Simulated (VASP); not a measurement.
# RbLiGe2S2 (P-3m1) in VASP: a series of runs

Runs on RbLiGe2S2. Level: PBE. Tasks: single point.

All numbers are computed with VASP 6.6.1; they aren't measurements. Logs are shortened: lines on timing, memory, paths and dates and some standing lists are left out, and cuts for length are marked.

## 1. The cell of the first run

Symmetry: P-3m1, No. 164, trigonal system. Conventional cell: a = 4.135 Å, b = 4.135 Å, c = 10.296 Å, α = 90.00°, β = 90.00°, γ = 120.00°. Within 4.4 Å of Rb (site symmetry -3m) lie 6 S at 3.35 Å and 6 Ge at 4.06 Å and 6 Rb at 4.13 Å. Li (site symmetry -3m) has 6 Ge at 3.03 Å and 6 S at 3.68 Å and 6 Li at 4.13 Å within 4.2 Å. Within 3.4 Å of Ge (site symmetry 3m) lie 3 S at 2.56 Å and 3 Li at 3.03 Å. S (site symmetry 3m) has 3 Ge at 2.56 Å and 3 Rb at 3.35 Å within 3.4 Å.

The cell was generated, and may not be a known phase.

## 2. Single point, PBE

The input, INCAR:

```
SYSTEM = RbLiGe2S2
ALGO     = Normal         ! electronic algorithm
EDIFF    = 1E-6           ! SCF threshold, eV
ENCUT    = 520            ! plane-wave cutoff, eV
GGA      = PE             ! functional
ISIF     = 2              ! what is computed and relaxed
ISMEAR   = 0              ! smearing method
LASPH    = .TRUE.         ! aspherical terms in the spheres
LCHARG   = .FALSE.        ! write CHGCAR
LREAL    = .FALSE.        ! projectors in reciprocal space
LWAVE    = .FALSE.        ! write WAVECAR
NBANDS   = 35             ! bands
NELM     = 100            ! most SCF steps
PREC     = Accurate       ! precision mode
SIGMA    = 0.1            ! smearing width, eV
```

The input, KPOINTS:

```
k-points
0
G
  6 6 4
  0 0 0
```

The input, POSCAR:

```
RbLiGe2S2
1.0
    4.1349798675      0.0000000000      0.0000000000
   -2.0674899337      3.5809976094      0.0000000000
    0.0000000000      0.0000000000     10.2959407343
Rb Li Ge S
1 1 2 2
Direct
    0.0000000000      0.0000000000      0.0000000000
    0.0000000000      0.0000000000      0.5000000000
    0.6666666667      0.3333333333      0.6808427276
    0.3333333333      0.6666666667      0.3191572724
    0.6666666667      0.3333333333      0.2282478544
    0.3333333333      0.6666666667      0.7717521456
```

Potentials or basis: VASP PAW PBE potentials, release 64 (Rb_sv, Li_sv, Ge_d, S).

Run with:

```
$ cat potpaw_PBE.64/Rb_sv/POTCAR potpaw_PBE.64/Li_sv/POTCAR potpaw_PBE.64/Ge_d/POTCAR potpaw_PBE.64/S/POTCAR > POTCAR
$ mpirun -np 1 vasp_std > vasp.out
```

OUTCAR:

```text
SYSTEM = RbLiGe2S2
   EDIFF = 1E-6
   ENCUT = 520
   GGA = PE
   ISIF = 2
   ISMEAR = 0
   LASPH = .TRUE.
   LREAL = .FALSE.
   NELM = 100
   PREC = Accurate

 ion  position               nearest neighbor table
   1  0.000  0.000  0.000-   5 3.35   6 3.35   6 3.35   5 3.35   5 3.35   6 3.35   3 4.06   4 4.06
                             4 4.06   3 4.06   4 4.06   3 4.06
   2  0.000  0.000  0.500-
   3  0.667  0.333  0.681-   6 2.56   6 2.56   6 2.56   1 4.06   1 4.06   1 4.06
   4  0.333  0.667  0.319-   5 2.56   5 2.56   5 2.56   1 4.06   1 4.06   1 4.06
   5  0.667  0.333  0.228-   4 2.56   4 2.56   4 2.56   1 3.35   1 3.35   1 3.35
   6  0.333  0.667  0.772-   3 2.56   3 2.56   3 2.56   1 3.35   1 3.35   1 3.35

  LATTYP: Found a hexagonal cell.
 ALAT       =     4.1349798675
 C/A-ratio  =     2.4899615147

  Lattice vectors:

 A1 = (   4.1349798675,   0.0000000000,   0.0000000000)
 A2 = (  -2.0674899337,   3.5809976094,   0.0000000000)
 A3 = (   0.0000000000,   0.0000000000,  10.2959407343)

Analysis of symmetry for initial positions (statically):
=====================================================================
 Subroutine PRICEL returns:
 Original cell was already a primitive cell.

 Routine SETGRP: Setting up the symmetry group for a
 hexagonal supercell.

 Subroutine GETGRP returns: Found 12 space group operations
 (whereof 12 operations were pure point group operations)
 out of a pool of 24 trial point group operations.

The static configuration has the point symmetry D_3d.

Analysis of symmetry for dynamics (positions and initial velocities):
=====================================================================
 Subroutine PRICEL returns:
 Original cell was already a primitive cell.

 Routine SETGRP: Setting up the symmetry group for a
 hexagonal supercell.

 Subroutine GETGRP returns: Found 12 space group operations
 (whereof 12 operations were pure point group operations)
 out of a pool of 24 trial point group operations.

The dynamic configuration has the point symmetry D_3d.

 Subroutine INISYM returns: Found 12 space group operations
 (whereof 12 operations are pure point group operations),
 and found     1 'primitive' translations

----------------------------------------------------------------------------------------

                                     Primitive cell

  volume of cell :     152.4556

  direct lattice vectors                    reciprocal lattice vectors
     4.134979868  0.000000000  0.000000000     0.241839146  0.139625896  0.000000000
    -2.067489934  3.580997609  0.000000000     0.000000000  0.279251792  0.000000000
     0.000000000  0.000000000 10.295940734     0.000000000  0.000000000  0.097125656

  length of vectors
     4.134979868  4.134979867 10.295940734     0.279251792  0.279251792  0.097125656

  position of ions in fractional coordinates (direct lattice)
     0.000000000  0.000000000  0.000000000
     0.000000000  0.000000000  0.500000000
     0.666666667  0.333333333  0.680842728
     0.333333333  0.666666667  0.319157272
     0.666666667  0.333333333  0.228247854
     0.333333333  0.666666667  0.771752146

  ion indices of the primitive-cell ions
   primitive index   ion index
                 1           1
                 2           2
                 3           3
                 4           4
                 5           5
                 6           6

----------------------------------------------------------------------------------------

 KPOINTS: k-points

Automatic generation of k-mesh.
 Grid dimensions read from file:
 generate k-points for:    6    6    4

 Generating k-lattice:

  Cartesian coordinates                     Fractional coordinates (reciprocal lattice)
     0.040306524  0.023270983  0.000000000     0.166666667  0.000000000  0.000000000
     0.000000000  0.046541965  0.000000000     0.000000000  0.166666667  0.000000000
     0.000000000  0.000000000  0.024281414     0.000000000  0.000000000  0.250000000

  Length of vectors
     0.046541965  0.046541965  0.024281414

  Shift w.r.t. Gamma in fractional coordinates (k-lattice)
     0.000000000  0.000000000  0.000000000

 Subroutine IBZKPT returns following result:
 ===========================================

 Found     24 irreducible k-points:

 Following reciprocal coordinates:
            Coordinates               Weight
  0.000000  0.000000  0.000000      1.000000
  0.166667  0.000000  0.000000      6.000000
  0.333333  0.000000  0.000000      6.000000
  0.500000  0.000000  0.000000      3.000000
  0.166667  0.166667  0.000000      6.000000
  0.333333  0.166667  0.000000     12.000000
[... 16 lines left out ...]
  0.333333  0.166667  0.500000     12.000000
  0.333333  0.333333  0.500000      2.000000
   k-points           NKPTS =     24   k-points in BZ     NKDIM =     24   number of bands    NBANDS=     35
   number of dos      NEDOS =    301   number of ions     NIONS =      6
   total plane-waves  NPLWV =  81920
   dimension x,y,z NGX =    32 NGY =   32 NGZ =   80
   dimension x,y,z NGXF=    64 NGYF=   64 NGZF=  160
   ions per type =               1   1   2   2
   NGX,Y,Z   is equivalent  to a cutoff of  12.87, 12.87, 12.92 a.u.
   NGXF,Y,Z  is equivalent  to a cutoff of  25.73, 25.73, 25.83 a.u.
 SYSTEM =  RbLiGe2S2
   PREC   = accura    normal or accurate (medium, high low for compatibility)
   ISTART =      0    job   : 0-new  1-cont  2-samecut
   ICHARG =      2    charge: 1-file 2-atom 10-const
   ISPIN  =      1    spin polarized calculation?
   LNONCOLLINEAR =      F non collinear calculations
   LSORBIT =      F    spin-orbit coupling
   LASPH  =      T    aspherical Exc in radial PAW
   ENCUT  =  520.0 eV  38.22 Ry    6.18 a.u.   7.69  7.69 19.14*2*pi/ulx,y,z
   NELM   =    100;   NELMIN=  2; NELMDL= -5     # of ELM steps
   EDIFF  = 0.1E-05   stopping-criterion for ELM
   LREAL  =      F    real-space projection
   EDIFFG = 0.1E-04   stopping-criterion for IOM
   NSW    =      0    number of steps for IOM
   IBRION =     -1    ionic relax: 0-MD 1-quasi-New 2-CG
   NFREE  =      0    steps in history (QN), initial steepest desc. (CG)
   ISIF   =      2    stress and relaxation
   ISYM   =      2    0-nonsym 1-usesym 2-fastsym
   POTIM  = 0.5000    time-step for ionic-motion
   TEBEG  =    0.0;   TEEND  =   0.0 temperature during run
   PSTRESS=    0.0 pullay stress
   NELECT =      52.0000    total number of electrons
   NUPDOWN=      -1.0000    fix difference up-down
   EMIN   =  10.00;   EMAX   =-10.00  energy-range for DOS
   EFERMI =   0.00;   METHOD = LEGACY
   ISMEAR =     0;   SIGMA  =   0.10  broadening in eV -4-tet -1-fermi 0-gaus
   EFERMI_NEDOS =   21; number of points for ismear=-14 and -15
   IALGO  =     38    algorithm
   IMIX   =      4    mixing-type and parameters
     AMIX     =   0.40;   BMIX     =  1.00
     AMIX_MAG =   1.60;   BMIX_MAG =  1.00
  volume/ion in A,a.u.               =      25.41       171.47
  Fermi-wavevector in a.u.,A,eV,Ry     =   1.143830  2.161525 17.801140  1.308347
  Thomas-Fermi vector in A             =   2.280524
   LORBIT       =      0    0 simple, 1 ext, 2 COOP (PROOUT), +10 PAW based schemes
   GGA     = PE    functional components
   LHFCALC =     F    Hartree Fock is set to
   AEXX    =    0.0000 exact exchange contribution
   IVDW    =     0    specifies the selected vdW correction
   LEPSILON=     F    determine dielectric tensor
   LRPA    =     F    only Hartree local field effects (RPA)
 non-spin polarized calculation
 Gauss-broadening in eV      SIGMA  =   0.10
  energy-cutoff  :      520.00
  volume of cell :      152.46
 maximum number of plane-waves:      4142
 NGX is ok and might be reduce to    32
   NGX = 15   NGY = 15   NGZ = 39

 number of electron      52.0000013 magnetization

 Free energy of the ion-electron system (eV)
  ---------------------------------------------------
  ext. energy  EPLUGINS =         0.00000000
  ---------------------------------------------------
  free energy    TOTEN  =       -21.64620673 eV

  energy without entropy =      -21.62286375  energy(sigma->0) =      -21.63453524

 E-fermi :   3.6542     XC(G=0):  -8.6917

 val. band max:        3.6463361768   @ k =   0.3333   0.1667   0.2500
 cond. band min:       3.6683932281   @ k =  -0.1667   0.5000   0.2500
 fundamental gap:      0.0220570513
 Fermi energy:         3.6542144905

 k-point     1 :       0.0000    0.0000    0.0000
  band No.  band energies     occupation
      1     -43.8962      2.00000
      2     -24.2759      2.00000
      3     -21.5670      2.00000
      4     -21.5670      2.00000
      5     -21.5669      2.00000
      6     -21.5669      2.00000
[... 27 lines left out ...]
     34       8.4366      0.00000
     35       8.4366      0.00000

 k-point     2 :       0.1667    0.0000    0.0000
  band No.  band energies     occupation
      1     -43.8961      2.00000
      2     -24.2661      2.00000
      3     -21.5675      2.00000
      4     -21.5674      2.00000
      5     -21.5658      2.00000
      6     -21.5658      2.00000
[... 27 lines left out ...]
     34       8.5196      0.00000
     35       8.8051      0.00000

 k-point     3 :       0.3333    0.0000    0.0000
  band No.  band energies     occupation
      1     -43.8960      2.00000
      2     -24.2465      2.00000
      3     -21.5684      2.00000
      4     -21.5683      2.00000
      5     -21.5635      2.00000
      6     -21.5634      2.00000
[... 27 lines left out ...]
     34       8.2774      0.00000
     35       9.3530      0.00000
[... 723 lines left out ...]
 k-point    23 :       0.3333    0.1667    0.5000
  band No.  band energies     occupation
      1     -43.8960      2.00000
      2     -24.2366      2.00000
      3     -21.5681      2.00000
      4     -21.5680      2.00000
      5     -21.5631      2.00000
      6     -21.5630      2.00000
[... 27 lines left out ...]
     34       8.2721      0.00000
     35       8.7069      0.00000

 k-point    24 :       0.3333    0.3333    0.5000
  band No.  band energies     occupation
      1     -43.8959      2.00000
      2     -24.2317      2.00000
      3     -21.5672      2.00000
      4     -21.5672      2.00000
      5     -21.5635      2.00000
      6     -21.5635      2.00000
[... 27 lines left out ...]
     34       8.2795      0.00000
     35       9.0419      0.00000

------------------------ aborting loop because EDIFF is reached ----------------------------------------

  FORCE on cell =-STRESS in cart. coord.  units (eV):
  Direction    XX          YY          ZZ          XY          YZ          ZX
  --------------------------------------------------------------------------------------
  -------------------------------------------------------------------------------------
  Total        0.0713529      0.0713529      0.3224161      0.0000000      0.0000000     -0.0000000
  in kB        0.7498572      0.7498572      3.3883160      0.0000000      0.0000000     -0.0000000
  external PRESSURE =       1.6293434 kB  Pullay stress =       0.0000000 kB

 VOLUME and BASIS-vectors are now :
 -----------------------------------------------------------------------------
  energy-cutoff  :      520.00
  volume of cell :      152.46
      direct lattice vectors                 reciprocal lattice vectors
     4.134979868  0.000000000  0.000000000     0.241839146  0.139625896  0.000000000
    -2.067489934  3.580997609  0.000000000     0.000000000  0.279251792  0.000000000
     0.000000000  0.000000000 10.295940734     0.000000000  0.000000000  0.097125656

 POSITION                                       TOTAL-FORCE (eV/Angst)
 -----------------------------------------------------------------------------------
      0.00000      0.00000      0.00000        -0.000000      0.000000      0.000000
      0.00000      0.00000      5.14797        -0.000000      0.000000      0.000000
      2.06749      1.19367      7.00992        -0.000000      0.000000     -0.010069
     -0.00000      2.38733      3.28602         0.000000     -0.000000      0.010069
      2.06749      1.19367      2.35003         0.000000     -0.000000     -0.010908
     -0.00000      2.38733      7.94591        -0.000000      0.000000      0.010908
 -----------------------------------------------------------------------------------
    total drift:                                0.000000      0.000000     -0.000000

  FREE ENERGIE OF THE ION-ELECTRON SYSTEM (eV)
  ---------------------------------------------------
  free  energy   TOTEN  =       -21.6462067303 eV

  energy  without entropy=      -21.6228637469  energy(sigma->0) =      -21.63453524
```

Run time: 3.2 min. Hardware: 1 thread of Oxide Virtual Turin-like, shared host; peak memory 0.3 GiB.

What came out:

| Item | Value |
| --- | --- |
| Free energy | -21.6462 eV |
| Largest force | 0.011 eV/Å |
| Band gap on the k mesh | zero (bands 26 and 27 overlap by 1.27 eV) |

Forces on the atoms (eV/Å):
```
Rb   0.000  0.000  0.000
Li   0.000  0.000  0.000
Ge   0.000  0.000 -0.010
Ge   0.000  0.000  0.010
S    0.000  0.000 -0.011
S    0.000  0.000  0.011
```

Levels at points of the mesh, in eV from the Fermi level:
```csv
k point,band 22,band 23,band 24,band 25,band 26,band 27,band 28,band 29,band 30,band 31
"(0.00, 0.00, 0.00)",-3.48,-3.48,-2.96,-2.35,-1.42,0.64,1.32,1.32,1.38,1.38
"(0.50, 0.00, 0.00)",-4.35,-4.23,-2.76,-2.35,-0.84,-0.42,1.52,2.08,2.16,3.02
"(0.00, 0.00, 0.50)",-3.50,-3.50,-3.00,-2.32,-1.35,0.59,1.25,1.25,1.46,1.46
"(0.50, 0.00, 0.50)",-4.30,-4.04,-2.70,-2.44,-0.73,-0.56,1.36,1.96,2.86,3.02
```

Caveat: the cutoff is under 1.25 times the usual one of these potentials, so pressure, stress and relaxed cells hold a basis-set (Pulay) error.

## 3. Single point, PBE

This run uses another cell than the first one, of 20.73 Å³/atom.

The input, INCAR:

```
SYSTEM = RbLiGe2S2
PREC     = Accurate       ! precision mode
ENCUT    = 520            ! plane-wave cutoff, eV
EDIFF    = 1E-6           ! SCF threshold, eV
ISMEAR   = 0              ! smearing method
SIGMA    = 0.1            ! smearing width, eV
LREAL    = .FALSE.        ! projectors in reciprocal space
LASPH    = .TRUE.         ! aspherical terms in the spheres
NELM     = 100            ! most SCF steps
ALGO     = Normal         ! electronic algorithm
ISIF     = 2              ! what is computed and relaxed
LWAVE    = .FALSE.        ! write WAVECAR
LCHARG   = .FALSE.        ! write CHGCAR
GGA      = PE             ! functional
NBANDS   = 35             ! bands
```

The input, KPOINTS:

```
regular mesh
0
G
  6 6 4
  0 0 0
```

The input, POSCAR:

```
RbLiGe2S2
1.0
    4.4215916600      0.0000000000      0.0000000000
   -2.2107958300      3.8292107000      0.0000000000
    0.0000000000      0.0000000000      7.3459083400
Rb Li Ge S
1 1 2 2
Direct
    0.0000000000      0.0000000000      0.0000000000
    0.0000000000      0.0000000000      0.5000000000
    0.6666666700      0.3333333300      0.6592910300
    0.3333333300      0.6666666700      0.3407089700
    0.6666666700      0.3333333300      0.2673510000
    0.3333333300      0.6666666700      0.7326490000
```

Potentials or basis: VASP PAW PBE potentials, release 64 (Rb_sv, Li_sv, Ge_d, S).

Run with:

```
$ cat potpaw_PBE.64/Rb_sv/POTCAR potpaw_PBE.64/Li_sv/POTCAR potpaw_PBE.64/Ge_d/POTCAR potpaw_PBE.64/S/POTCAR > POTCAR
$ mpirun -np 1 vasp_std > vasp.out
```

It took 3.2 min on 1 thread of Oxide Virtual Turin-like, shared host; peak memory 0.28 GiB.

The run converged. Its results:

* Free energy: -20.2817 eV
* Largest force: 0.357 eV/Å
* Band gap on the k mesh: zero (bands 26 and 27 overlap by 0.82 eV)

Forces in eV/Å, atoms in the order of the input:
```
Rb   0.000  0.000  0.000
Li   0.000  0.000  0.000
Ge   0.000  0.000  0.357
Ge   0.000  0.000 -0.357
S    0.000  0.000  0.056
S    0.000  0.000 -0.056
```

Levels at points of the mesh, in eV from the Fermi level:
| k point | band 24 | band 25 | band 26 | band 27 | band 28 | band 29 |
| --- | --- | --- | --- | --- | --- | --- |
| (0.00, 0.00, 0.00) | -3.80 | -2.95 | -0.10 | -0.10 | 0.52 | 0.52 |
| (0.50, 0.00, 0.00) | -3.16 | -1.61 | -0.21 | 0.71 | 1.85 | 2.53 |
| (0.00, 0.00, 0.50) | -3.72 | -3.39 | -0.31 | -0.31 | 0.94 | 0.94 |
| (0.50, 0.00, 0.50) | -2.83 | -1.96 | -0.43 | -0.28 | 1.72 | 2.32 |

Caveat: the cutoff is under 1.25 times the usual one of these potentials, so pressure, stress and relaxed cells hold a basis-set (Pulay) error.

## 4. Single point, PBE

This run uses another cell than the first one, of 25.55 Å³/atom.

The input, INCAR:

```
PREC = Accurate ; ENCUT = 520
EDIFF = 1E-6 ; ISMEAR = 0
SIGMA = 0.1 ; LREAL = F
LASPH = T ; NELM = 100
ALGO = Normal ; ISIF = 2
LWAVE = F ; LCHARG = F
GGA = PE ; NBANDS = 35
```

The input, KPOINTS:

```
Automatic mesh
0
Gamma
  12 12 4
```

The input, POSCAR:

```
RbLiGe2S2
1.0
    4.1392754213      0.0000000000      0.0000000000
   -2.0696377106      3.5847176682      0.0000000000
    0.0000000000      0.0000000000     10.3303446473
Rb Li Ge S
1 1 2 2
Direct
    0.0000000000      0.0000000000      0.0000000000
    0.0000000000      0.0000000000      0.5000000000
    0.6666666667      0.3333333333      0.6821894645
    0.3333333333      0.6666666667      0.3178105355
    0.6666666667      0.3333333333      0.2293244999
    0.3333333333      0.6666666667      0.7706755001
```

Run with:

```
$ cat potpaw_PBE.64/Rb_sv/POTCAR potpaw_PBE.64/Li_sv/POTCAR potpaw_PBE.64/Ge_d/POTCAR potpaw_PBE.64/S/POTCAR > POTCAR
$ mpirun -np 1 vasp_std > vasp.out
```

It took 9.7 min on 1 thread of Oxide Virtual Turin-like, shared host; peak memory 0.46 GiB.

The run converged. Its results:

| Quantity | Value |
| --- | --- |
| Free energy | -21.6846 eV |
| Largest force | 0.003 eV/Å |
| Band gap on the k mesh | zero (bands 26 and 27 overlap by 1.35 eV) |

Forces on the atoms (eV/Å):
```
Rb   0.000  0.000  0.000
Li   0.000  0.000  0.000
Ge   0.000  0.000 -0.001
Ge   0.000  0.000  0.001
S    0.000  0.000  0.003
S    0.000  0.000 -0.003
```

Levels at points of the mesh, in eV from the Fermi level:
| k point | band 22 | band 23 | band 24 | band 25 | band 26 | band 27 | band 28 | band 29 | band 30 | band 31 |
| --- | --- | --- | --- | --- | --- | --- | --- | --- | --- | --- |
| (0.00, 0.00, 0.00) | -3.50 | -3.50 | -2.99 | -2.38 | -1.39 | 0.65 | 1.33 | 1.33 | 1.39 | 1.39 |
| (0.50, 0.00, 0.00) | -4.37 | -4.20 | -2.71 | -2.32 | -0.84 | -0.44 | 1.57 | 2.16 | 2.16 | 3.08 |
| (0.00, 0.00, 0.50) | -3.52 | -3.52 | -3.02 | -2.37 | -1.30 | 0.60 | 1.27 | 1.27 | 1.47 | 1.47 |
| (0.50, 0.00, 0.50) | -4.32 | -4.02 | -2.66 | -2.41 | -0.73 | -0.57 | 1.41 | 2.03 | 2.85 | 3.03 |

Caveat: the cutoff is under 1.25 times the usual one of these potentials, so pressure, stress and relaxed cells hold a basis-set (Pulay) error.

## 5. The runs side by side

| cell | k mesh | gap on the mesh (eV) | largest force (eV/Å) |
| --- | --- | --- | --- |
| a = 4.135, b = 4.135, c = 10.296 Å, angles 90.0, 90.0, 120.0°, 6 atoms, atomic positions A | 6 × 6 × 4 | none | 0.01 |
| a = 4.422, b = 4.422, c = 7.346 Å, angles 90.0, 90.0, 120.0°, 6 atoms, atomic positions B | 6 × 6 × 4 | none | 0.36 |
| a = 4.139, b = 4.139, c = 10.330 Å, angles 90.0, 90.0, 120.0°, 6 atoms, atomic positions C | 12 × 12 × 4 | none | - |

Alike in all rows: task single point; level PBE; potentials or basis VASP PAW PBE potentials, release 64 (Rb_sv, Li_sv, Ge_d, S); no spin polarisation; cutoff (eV) 520; smearing gaussian 0.1 eV.

Caveats: the cutoff is under 1.25 times the usual one of these potentials, so pressure, stress and relaxed cells hold a basis-set (Pulay) error.

Absolute energies hang on the potentials; compare differences alone.

The gap in the log of VASP goes by the Fermi energy; the results here count the filled bands.